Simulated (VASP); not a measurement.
**Al: relaxation of cell and atoms with PBEsol**

The system is Al.

```
Al
1.0
     2.83547    0.00000    0.00000
    -1.41773    2.45559    0.00000
     0.00000    0.00000    4.67071
Al
2
Direct
  0.33333 0.66667 0.25000
  0.66667 0.33333 0.75000
```

This isn't the form of Al at room conditions, which is fcc.

| Quantity | Value |
| --- | --- |
| Program | VASP 6.6.1 |
| Task | relaxation of cell and atoms |
| Functional | PBEsol |
| Potentials or basis | VASP PAW PBE potentials, release 64 (Al) |
| Cutoff | 600 eV |
| k mesh | 18 × 18 × 10 |
| Occupations | gaussian, width 0.1 eV |
| Spin | no spin polarisation |
| Dipole correction | no |
| Further INCAR settings | ALGO = Normal; EDIFF = 1e-06; IBRION = 2; EDIFFG = -0.01; NSW = 80; ISIF = 3 |

```json
{"Relaxed volume": "16.34 Å³/atom", "Relaxed cell": "a = 2.852 Å, b = 2.852 Å, c = 4.641 Å, α = 90.00°, β = 90.00°, γ = 120.00°", "Space group after relaxing (to 0.1 Å)": "P6_3/mmc (No. 194)", "Energy gained by relaxing": "0.2 meV/atom", "Ionic steps": "8", "Pressure after relaxing": "-0.1 GPa", "Band gap on the k mesh": "zero (bands 3 and 4 overlap by 7.42 eV)"}
```

The path:
| step | energy change (eV) | largest force (eV/Å) | pressure (GPa) | volume (Å³) |
| --- | --- | --- | --- | --- |
| 1 | 0.0000 | 0.0000 | 0.33 | 32.52 |
| 2 | -0.0002 | 0.0000 | -0.05 | 32.68 |
| 3 | -0.0002 | 0.0000 | -0.04 | 32.67 |
| 4 | -0.0002 | 0.0000 | -0.04 | 32.67 |
| 5 | -0.0004 | 0.0000 | -0.06 | 32.68 |
| 6 | -0.0004 | 0.0000 | -0.08 | 32.68 |
| 7 | -0.0005 | 0.0000 | -0.07 | 32.68 |
| 8 | -0.0005 | 0.0000 | -0.07 | 32.68 |

Final structure:
```xyz
2
Lattice="2.8517 0.0000 0.0000 -1.4258 2.4696 0.0000 0.0000 0.0000 4.6406" Properties=species:S:1:pos:R:3 pbc="T T T"
Al    0.0000    1.6464    1.1602
Al    1.4258    0.8232    3.4805
```

Levels at points of the mesh, in eV from the Fermi level:
| k point | band 1 | band 2 | band 3 | band 4 | band 5 | band 6 |
| --- | --- | --- | --- | --- | --- | --- |
| (0.00, 0.00, 0.00) | -11.21 | -4.62 | -4.36 | 10.57 | 10.57 | 10.96 |
| (0.50, 0.00, 0.00) | -5.37 | -5.18 | 0.60 | 1.18 | 1.48 | 1.80 |
| (0.00, 0.00, 0.50) | -9.50 | -9.50 | 3.52 | 3.52 | 11.81 | 11.81 |
| (0.50, 0.00, 0.50) | -3.96 | -3.96 | -3.24 | -3.24 | 7.04 | 7.04 |

Wall time 3 min on 1 thread of Oxide Virtual Turin-like Processor, with other jobs on the host, peak memory 0.16 GiB.

Caveat: the PAW data sets were made with another functional, which shifts forces and pressure a little. Zero-point motion and thermal expansion aren't in these numbers.
